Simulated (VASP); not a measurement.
# Be4Mo (P6mm) in VASP: notebook

The runs below take Be4Mo through single point, relaxation of cell and atoms, with PBE.

All numbers are computed with VASP 6.6.1; they aren't measurements. Logs are shortened: lines on timing, memory, paths and dates and some standing lists are left out, and cuts for length are marked.

## 1. The cell of the first run

The structure is hexagonal, space group P6mm (No. 183). Conventional cell: a = 3.133 Å, b = 3.133 Å, c = 6.351 Å, α = 90.00°, β = 90.00°, γ = 120.00°. Be (site symmetry 2mm) has 6 Be at 1.57 to 1.82 Å within 2.1 Å. Within 2.4 Å of Be (site symmetry 6mm) lie 6 Be at 1.82 Å. Within 3.6 Å of Mo (site symmetry 6mm) lie 8 Be at 2.75 to 3.60 Å and 6 Mo at 3.13 Å.

The cell was generated, and may not be a known phase.

## 2. Single point, PBE

INCAR

```
ALGO = Normal ; EDIFF = 1E-7
ENCUT = 520 ; GGA = PE
ISIF = 2 ; ISMEAR = 0
LASPH = T ; LCHARG = F
LREAL = F ; LWAVE = F
NBANDS = 19 ; NELM = 80
PREC = Accurate ; SIGMA = 0.1
```

KPOINTS

```
k-points
0
Gamma
  6 6 4
```

POSCAR

```
Be4Mo
1.0
    3.1334089400      0.0000000000      0.0000000000
   -1.5667044700      2.7136117500      0.0000000000
    0.0000000000      0.0000000000      6.3506220300
Be Mo
4 1
Direct
    0.5000000000      0.0000000000      0.7858511000
    0.0000000000      0.5000000000      0.7858511000
    0.5000000000      0.5000000000      0.7858511000
    0.0000000000      0.0000000000      0.9302219900
    0.0000000000      0.0000000000      0.3633816500
```

Potentials or basis: VASP PAW PBE potentials, release 64 (Be, Mo_sv).

On the command line:

```console
$ cat potpaw_PBE.64/Be/POTCAR potpaw_PBE.64/Mo_sv/POTCAR > POTCAR
$ mpirun -np 1 vasp_std > vasp.out
```

OUTCAR:

```text
EDIFF = 1E-7
   ENCUT = 520
   GGA = PE
   ISIF = 2
   ISMEAR = 0
   LASPH = T
   LREAL = F
   NELM = 80
   PREC = Accurate

 ion  position               nearest neighbor table
   1  0.500  0.000  0.786-   2 1.57   3 1.57   3 1.57   2 1.57   4 1.82   4 1.82
   2  0.000  0.500  0.786-   3 1.57   3 1.57   1 1.57   1 1.57   4 1.82   4 1.82
   3  0.500  0.500  0.786-   2 1.57   2 1.57   1 1.57   1 1.57   4 1.82   4 1.82
   4  0.000  0.000  0.930-   1 1.82   1 1.82   3 1.82   2 1.82   2 1.82   3 1.82   5 2.75
   5  0.000  0.000  0.363-   4 2.75

  LATTYP: Found a hexagonal cell.
 ALAT       =     3.1334089400
 C/A-ratio  =     2.0267453600

  Lattice vectors:

 A1 = (   3.1334089400,   0.0000000000,   0.0000000000)
 A2 = (  -1.5667044700,   2.7136117500,   0.0000000000)
 A3 = (   0.0000000000,   0.0000000000,   6.3506220300)

Analysis of symmetry for initial positions (statically):
=====================================================================
 Subroutine PRICEL returns:
 Original cell was already a primitive cell.

 Routine SETGRP: Setting up the symmetry group for a
 hexagonal supercell.

 Subroutine GETGRP returns: Found 12 space group operations
 (whereof 12 operations were pure point group operations)
 out of a pool of 24 trial point group operations.

The static configuration has the point symmetry C_6v.

Analysis of symmetry for dynamics (positions and initial velocities):
=====================================================================
 Subroutine PRICEL returns:
 Original cell was already a primitive cell.

 Routine SETGRP: Setting up the symmetry group for a
 hexagonal supercell.

 Subroutine GETGRP returns: Found 12 space group operations
 (whereof 12 operations were pure point group operations)
 out of a pool of 24 trial point group operations.

The dynamic configuration has the point symmetry C_6v.

 Subroutine INISYM returns: Found 12 space group operations
 (whereof 12 operations are pure point group operations),
 and found     1 'primitive' translations

----------------------------------------------------------------------------------------

                                     Primitive cell

[... 89 lines left out ...]
   LASPH  =      T    aspherical Exc in radial PAW
   ENCUT  =  520.0 eV  38.22 Ry    6.18 a.u.   5.83  5.83 11.81*2*pi/ulx,y,z
   NELM   =     80;   NELMIN=  2; NELMDL= -5     # of ELM steps
   EDIFF  = 0.1E-06   stopping-criterion for ELM
   LREAL  =      F    real-space projection
   EDIFFG = 0.1E-05   stopping-criterion for IOM
   NSW    =      0    number of steps for IOM
   IBRION =     -1    ionic relax: 0-MD 1-quasi-New 2-CG
   NFREE  =      0    steps in history (QN), initial steepest desc. (CG)
   ISIF   =      2    stress and relaxation
   ISYM   =      2    0-nonsym 1-usesym 2-fastsym
   POTIM  = 0.5000    time-step for ionic-motion
   TEBEG  =    0.0;   TEEND  =   0.0 temperature during run
   PSTRESS=    0.0 pullay stress
   NELECT =      22.0000    total number of electrons
   NUPDOWN=      -1.0000    fix difference up-down
   EMIN   =  10.00;   EMAX   =-10.00  energy-range for DOS
   EFERMI =   0.00;   METHOD = LEGACY
   ISMEAR =     0;   SIGMA  =   0.10  broadening in eV -4-tet -1-fermi 0-gaus
   EFERMI_NEDOS =   21; number of points for ismear=-14 and -15
   IALGO  =     38    algorithm
   IMIX   =      4    mixing-type and parameters
     AMIX     =   0.40;   BMIX     =  1.00
     AMIX_MAG =   1.60;   BMIX_MAG =  1.00
  volume/ion in A,a.u.               =      10.80        72.88
  Fermi-wavevector in a.u.,A,eV,Ry     =   1.213637  2.293441 20.040213  1.472914
  Thomas-Fermi vector in A             =   2.349082
   LORBIT       =      0    0 simple, 1 ext, 2 COOP (PROOUT), +10 PAW based schemes
   GGA     = PE    functional components
   LHFCALC =     F    Hartree Fock is set to
   AEXX    =    0.0000 exact exchange contribution
   IVDW    =     0    specifies the selected vdW correction
   LEPSILON=     F    determine dielectric tensor
   LRPA    =     F    only Hartree local field effects (RPA)
 non-spin polarized calculation
 Gauss-broadening in eV      SIGMA  =   0.10
  energy-cutoff  :      520.00
  volume of cell :       54.00
 maximum number of plane-waves:      1468
 NGX is ok and might be reduce to    24
   NGX = 11   NGY = 11   NGZ = 23

 number of electron      22.0000005 magnetization

 Free energy of the ion-electron system (eV)
  ---------------------------------------------------
  ext. energy  EPLUGINS =         0.00000000
  ---------------------------------------------------
  free energy    TOTEN  =       -12.03661348 eV

  energy without entropy =      -12.00338847  energy(sigma->0) =      -12.02000098

 E-fermi :   5.9871     XC(G=0): -10.6108

 val. band max:        5.9760174533   @ k =   0.0000   0.0000   0.2500
 cond. band min:       6.0167061518   @ k =   0.3333   0.0000   0.2500
 fundamental gap:      0.0406886984
 Fermi energy:         5.9871139295

 k-point     1 :       0.0000    0.0000    0.0000
  band No.  band energies     occupation
      1     -55.0953      2.00000
      2     -29.1693      2.00000
      3     -28.8799      2.00000
      4     -28.8799      2.00000
      5      -3.2628      2.00000
      6       0.6782      2.00000
[... 439 lines left out ...]
      6       1.0006      2.00000
[... 11 lines left out ...]
     18      12.1669      0.00000
     19      14.4994      0.00000

------------------------ aborting loop because EDIFF is reached ----------------------------------------

  FORCE on cell =-STRESS in cart. coord.  units (eV):
  Direction    XX          YY          ZZ          XY          YZ          ZX
  --------------------------------------------------------------------------------------
  -------------------------------------------------------------------------------------
  Total       26.6855890     26.6855891     -1.4899879      0.0000000     -0.0000000      0.0000000
  in kB      791.7832678    791.7832722    -44.2091593      0.0000000     -0.0000000      0.0000000
  external PRESSURE =     513.1191269 kB  Pullay stress =       0.0000000 kB

 VOLUME and BASIS-vectors are now :
 -----------------------------------------------------------------------------
  energy-cutoff  :      520.00
  volume of cell :       54.00
      direct lattice vectors                 reciprocal lattice vectors
     3.133408940  0.000000000  0.000000000     0.319141235  0.184256278  0.000000000
    -1.566704470  2.713611750  0.000000000     0.000000000  0.368512555  0.000000000
     0.000000000  0.000000000  6.350622030     0.000000000  0.000000000  0.157464890

 POSITION                                       TOTAL-FORCE (eV/Angst)
 -----------------------------------------------------------------------------------
      1.56670      0.00000      4.99064        -0.000000      0.000000     -2.540091
     -0.78335      1.35681      4.99064        -0.000000     -0.000000     -2.540091
      0.78335      1.35681      4.99064         0.000000      0.000000     -2.540091
      0.00000      0.00000      5.90749         0.000000      0.000000      6.252274
      0.00000      0.00000      2.30770         0.000000     -0.000000      1.367998
 -----------------------------------------------------------------------------------
    total drift:                                0.000000      0.000000      0.000120

  FREE ENERGIE OF THE ION-ELECTRON SYSTEM (eV)
  ---------------------------------------------------
  free  energy   TOTEN  =       -12.0366134752 eV

  energy  without entropy=      -12.0033884749  energy(sigma->0) =      -12.02000098
```

OSZICAR:

```text
N       E                     dE             d eps       ncg     rms          rms(c)
DAV:   1     0.130983189524E+03    0.13098E+03   -0.12172E+04   838   0.106E+03
DAV:   2    -0.341547852043E+02   -0.16514E+03   -0.16224E+03   963   0.307E+02
DAV:   3    -0.380465084352E+02   -0.38917E+01   -0.38471E+01  1005   0.449E+01
DAV:   4    -0.380756082634E+02   -0.29100E-01   -0.29030E-01  1005   0.389E+00
[... 10 lines left out ...]
DAV:  15    -0.120366142646E+02    0.13466E-04   -0.43168E-05   891   0.300E-02    0.728E-03
DAV:  16    -0.120366138435E+02    0.42107E-06   -0.63420E-06   910   0.124E-02    0.292E-03
DAV:  17    -0.120366136584E+02    0.18511E-06   -0.60392E-07   881   0.479E-03    0.185E-03
DAV:  18    -0.120366135147E+02    0.14363E-06   -0.13496E-07   488   0.198E-03    0.714E-04
DAV:  19    -0.120366134752E+02    0.39576E-07   -0.11636E-08   441   0.751E-04
   1 F= -.12036613E+02 E0= -.12020001E+02  d E =-.332250E-01
```

stdout:

```text
POSCAR found type information on POSCAR BeMo
 POSCAR found :  2 types and       5 ions
 scaLAPACK will be used
 LDA part: xc-table for (Slater+PW92), standard interpolation
 POSCAR, INCAR and KPOINTS ok, starting setup
 FFT: planning ... GRIDC
 FFT: planning ... GRID_SOFT
 FFT: planning ... GRID
 WAVECAR not read
 entering main loop
```

Run time: 18 s. Hardware: 1 thread of AMD EPYC 9R45 (Zen 5), shared host; peak memory 0.15 GiB.

Results:

* Free energy: -12.0366 eV
* Pressure: 51.3 GPa
* Largest force: 6.252 eV/Å
* Band gap on the k mesh: zero (bands 11 and 12 overlap by 0.79 eV)

Forces on the atoms (eV/Å):
```
Be   0.000  0.000 -2.540
Be   0.000  0.000 -2.540
Be   0.000  0.000 -2.540
Be   0.000  0.000  6.252
Mo   0.000  0.000  1.368
```

Stress tensor (GPa, compression positive):
```
79.18  0.00  0.00
 0.00 79.18  0.00
 0.00  0.00 -4.42
```

Levels at points of the mesh, in eV from the Fermi level:
```
           k point  band 8  band 9  band 10  band 11  band 12  band 13  band 14  band 15
(0.00, 0.00, 0.00)   -2.17   -1.13    -0.21    -0.21     0.05     0.05     1.34     1.34
(0.50, 0.00, 0.00)   -2.56   -1.35    -0.04     0.32     0.33     0.74     0.87     2.55
(0.00, 0.00, 0.50)   -2.17   -0.21    -0.21    -0.16    -0.07    -0.07     1.52     1.52
(0.50, 0.00, 0.50)   -2.24   -1.70    -0.97    -0.45    -0.03     1.25     2.55     3.10
```

Caveat: the k points lie up to 0.39 Å⁻¹ apart, too coarse for converged energies and pressures of a metal; forces of over 1 eV/Å act on the atoms, so gaps and moduli don't describe the material at rest.

[end of part 1 of 2]

The gap in the log of VASP goes by the Fermi energy; the results here count the filled bands.